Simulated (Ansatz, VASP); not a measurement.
**BeS: VASP beside Ansatz**

Contents of POSCAR:

```
BeS
1.0
    0.0000000000      2.1405884134      2.1405884134
    2.1405884134      0.0000000000      2.1405884134
    2.1405884134      2.1405884134      0.0000000000
Be S
1 1
Direct
    0.0000000000      0.0000000000      0.0000000000
    0.2500000000      0.2500000000      0.2500000000
```

INCAR.step1

```
SYSTEM = BeS
  PREC = Accurate
  ENCUT = 520
  ISMEAR = -1
  SIGMA = 0.05
  LREAL = .FALSE.
  LASPH = .TRUE.
  NELM = 100
  NBANDS = 11
  GGA = PE
  ALGO = Normal
  EDIFF = 1E-4
  LWAVE = .TRUE.
  LCHARG = .FALSE.
```

Contents of INCAR.step2:

```
SYSTEM = BeS
  PREC = Accurate
  ENCUT = 520
  EDIFF = 1E-7
  ISMEAR = -1
  SIGMA = 0.05
  LREAL = .FALSE.
  LASPH = .TRUE.
  NELM = 100
  ALGO = Normal
  ISIF = 2
  LWAVE = .FALSE.
  LCHARG = .FALSE.
  METAGGA = R2SCAN
  LMIXTAU = .TRUE.
  NBANDS = 11
  ISTART = 1
```

Contents of KPOINTS:

```
regular mesh
0
G
  15 15 15
  0 0 0
```

Input for Ansatz:

```yaml
crystal:
  lattice:
    - [0.0, 2.1405884134, 2.1405884134]
    - [2.1405884134, 0.0, 2.1405884134]
    - [2.1405884134, 2.1405884134, 0.0]
  atoms:
    - { symbol: Be, position: [0.0, 0.0, 0.0] }
    - { symbol: S, position: [0.25, 0.25, 0.25] }
kpoints:
  mp_grid: { grid: [15, 15, 15] }
scf:
  occupations: { method: fermi_dirac, width: 0.05 }
hamiltonian:
  xc: r2scan
  pseudopotentials: { kind: paw }
output:
  forces: true
  stress: true
  eigenvalues: true
  populations: true
```

Change from the starting cell: volume scaled by 0.68, PAW files.

Alike in both runs: task single point; functional r2SCAN; k mesh 15 × 15 × 15; occupations fermi-dirac, width 0.05 eV; no spin polarisation.

```csv
,VASP,Ansatz
version,VASP 6.6.1,Ansatz 0.2.0
potentials or method,"VASP PAW PBE potentials, release 64 (Be, S)","PAW with Ansatz's default frozen-core files, scalar-relativistic"
plane-wave cutoff (eV),520,500
valence electrons in the cell,8,8
```

Ansatz gave:

- gap on the k mesh at the Fermi level (eV): 2.41
- pressure (GPa): 76.6

Problem. What did VASP give for the same quantities?

Solution. gap on the k mesh at the Fermi level (eV): 2.42; pressure (GPa): 76.4.

VASP's potentials were made for PBE, not for r2SCAN. Both programs put the cell under a high pressure, so it lies far from rest at this level.

Noted on VASP's run: the cell as given lies far from equilibrium.
